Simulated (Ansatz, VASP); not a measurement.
## KMgF3: VASP beside Ansatz

File INCAR:

```
SYSTEM = KMgF3
PREC     = Accurate       ! precision mode
ENCUT    = 520            ! plane-wave cutoff, eV
EDIFF    = 1E-7           ! SCF threshold, eV
ISMEAR   = 0              ! smearing method
SIGMA    = 0.05           ! smearing width, eV
LREAL    = .FALSE.        ! projectors in reciprocal space
LASPH    = .TRUE.         ! aspherical terms in the spheres
NELM     = 100            ! most SCF steps
ALGO     = Normal         ! electronic algorithm
ISIF     = 2              ! what is computed and relaxed
LWAVE    = .FALSE.        ! write WAVECAR
LCHARG   = .FALSE.        ! write CHGCAR
GGA      = PS             ! functional
NBANDS   = 24             ! bands
```

KPOINTS

```
regular mesh
0
G
  6 6 6
  0 0 0
```

Contents of POSCAR:

```
KMgF3
1.0
    3.9859000000      0.0000000000      0.0000000000
    0.0000000000      3.9859000000      0.0000000000
    0.0000000000      0.0000000000      3.8663230000
K Mg F
1 1 3
Direct
    0.5000000000      0.5000000000      0.5000000000
    0.0000000000      0.0000000000      0.0000000000
    0.5000000000      0.0000000000      0.0000000000
    0.0000000000      0.5000000000      0.0000000000
    0.0000000000      0.0000000000      0.5000000000
```

Input for Ansatz:

```yaml
crystal:
  lattice:
    - [3.9859, 0.0, 0.0]
    - [0.0, 3.9859, 0.0]
    - [0.0, 0.0, 3.866323]
  atoms:
    - { symbol: K, position: [0.5, 0.5, 0.5] }
    - { symbol: Mg, position: [0.0, 0.0, 0.0] }
    - { symbol: F, position: [0.5, 0.0, 0.0] }
    - { symbol: F, position: [0.0, 0.5, 0.0] }
    - { symbol: F, position: [0.0, 0.0, 0.5] }
basis:
  ecutwfc: 420
kpoints:
  mp_grid: { grid: [6, 6, 6] }
hamiltonian:
  xc: pbesol
scf:
  occupations: { method: gaussian, width: 0.05 }
output:
  forces: true
  stress: true
  eigenvalues: true
```

Change from the starting cell: strain +0.000 along x and y, -0.030 along z, atoms carried along.

Alike in both runs: task single point; functional PBEsol; k mesh 6 × 6 × 6; occupations gaussian, width 0.05 eV; no spin polarisation.

|  | VASP | Ansatz |
| --- | --- | --- |
| version | VASP 6.6.1 | Ansatz 0.2.0 |
| potentials or method | VASP PAW PBE potentials, release 64 (K_sv, Mg, F), cutoff 520 eV | scalar-relativistic, plane waves, PAW |
| valence electrons in the cell | 32 | 40 |

|  | VASP | Ansatz | Ansatz less VASP |
| --- | --- | --- | --- |
| gap on the k mesh at the Fermi level (eV) | 7.34 | 7.36 | +0.023 |
| least direct gap on the mesh (eV) | 7.67 | 7.69 | +0.021 |
| pressure (GPa) | 2.5 | 2.8 | +0.36 |
| traceless stress, the component that is largest in VASP (GPa) | 2.44 | 2.44 | -0.005 |

VASP's potentials were made for PBE, not for PBEsol. VASP's potentials hold 32 valence electrons a cell and Ansatz's 40, so a difference there can come from the potentials and not from the codes.
